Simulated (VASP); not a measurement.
Set up this calculation in VASP 6.6.1, as the native input.

```yaml
Task: single point
Functional: PBE
Dispersion: D3(BJ)
Potentials_or_basis: VASP PAW PBE potentials, release 64 (Ti_sv, O)
Cutoff: 520 eV
k_mesh: 9 × 9 × 3
Occupations: fermi-dirac, width 0.05 eV
Spin: no spin polarisation
Dipole_correction: no
Further_INCAR_settings: ALGO = Normal; EDIFF = 1e-06; NBANDS = 60
```

The structure of TiO2 lies in POSCAR:

```
TiO2
1.0
    1.4608638666     -4.6851049107      0.0000000000
    1.4608638666      4.6851049107      0.0000000000
    0.0000000000      0.0000000000     10.1388660151
Ti O
4 8
Direct
    0.8667092654      0.1332907346      0.5846564037
    0.1332907346      0.8667092654      0.4153435963
    0.8667092654      0.1332907346      0.9153435963
    0.1332907346      0.8667092654      0.0846564037
    0.5000000000      0.5000000000      0.5000000000
    0.5000000000      0.5000000000      0.0000000000
    0.9404251221      0.0595748779      0.7500000000
    0.0595748779      0.9404251221      0.2500000000
    0.7574873441      0.2425126559      0.1048051949
    0.2425126559      0.7574873441      0.8951948051
    0.2425126559      0.7574873441      0.6048051949
    0.7574873441      0.2425126559      0.3951948051
```

One way to write it, as run:

INCAR

```
SYSTEM = TiO2
PREC = Accurate ; ENCUT = 520
EDIFF = 1E-6 ; ISMEAR = -1
SIGMA = 0.05 ; LREAL = .False.
LASPH = .True. ; NELM = 80
ALGO = Normal ; ISIF = 2
LWAVE = .False. ; LCHARG = .False.
GGA = PE ; IVDW = 12
NBANDS = 60
```

KPOINTS

```
Automatic mesh
0
Gamma
  9 9 3
  0 0 0
```

Potentials or basis: VASP PAW PBE potentials, release 64 (Ti_sv, O).

Command:

```sh
$ cat potpaw_PBE.64/Ti_sv/POTCAR potpaw_PBE.64/O/POTCAR > POTCAR
$ mpirun -np 1 vasp_std > vasp.out
```

Results of the run:

| Item | Value |
| --- | --- |
| Pressure | 0.7 GPa |
| Largest force | 0.094 eV/Å |
| Band gap on the k mesh | 2.62 eV, indirect (least direct gap 2.70 eV) |
| Dispersion energy per atom | -0.219 eV |

Wall time 11 min on 1 thread of Intel(R) Xeon(R) Platinum 8375C CPU @ 2.90GHz (Ice Lake), with other jobs on the host, peak memory 0.51 GiB.
